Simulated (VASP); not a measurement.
A run of VASP 6.6.1 is set up as follows.

File INCAR:

```
ALGO = Normal
EDIFF = 1E-7
EDIFFG = -0.01
ENCUT = 600
GGA = PE
IBRION = 2
ISIF = 3
ISMEAR = -1
LASPH = True
LCHARG = False
LREAL = False
LWAVE = False
NELM = 100
NSW = 60
PREC = Accurate
SIGMA = 0.05
```

The input KPOINTS:

```
k-points
0
Gamma
  10 10 9
```

File POSCAR:

```
TaN
1.0
    2.9380011100      0.0000000000      0.0000000000
   -1.4690005500      2.5443836000      0.0000000000
    0.0000000000      0.0000000000      2.8830022100
Ta N
1 1
Direct
    0.3333333333      0.6666666667      0.5000000000
    0.0000000000      0.0000000000      0.0000000000
```

Potentials or basis: VASP PAW PBE potentials, release 64 (Ta_pv, N).

Command:

```sh
$ cat potpaw_PBE.64/Ta_pv/POTCAR potpaw_PBE.64/N/POTCAR > POTCAR
$ mpirun -np 1 vasp_std > vasp.out
```

Question: Estimate the relaxed cell.

Answer: a = 2.952 Å, b = 2.952 Å, c = 2.900 Å, α = 90.00°, β = 90.00°, γ = 120.00°.

Question: Predict the space group after relaxing (to 0.05 Å).

Answer: P-6m2 (No. 187).

Question: Predict the band gap on the k mesh.

Answer: Zero (band 8 reaches 8.33 eV, above the bottom of band 9 at 8.04 eV).

Question: Estimate the relaxed volume.

Answer: 10.94 Å³/atom.

Step by step:
| step | energy change (eV) | largest force (eV/Å) | pressure (GPa) | volume (Å³) |
| --- | --- | --- | --- | --- |
| 1 | 0.0000 | 0.0000 | 5.29 | 21.55 |
| 2 | 0.0245 | 0.0000 | -11.35 | 22.68 |
| 3 | -0.0054 | 0.0000 | -0.05 | 21.88 |

Caveat: spin-orbit coupling is left out, which moves the levels of the heavy elements. Zero-point motion and thermal expansion aren't in these numbers.
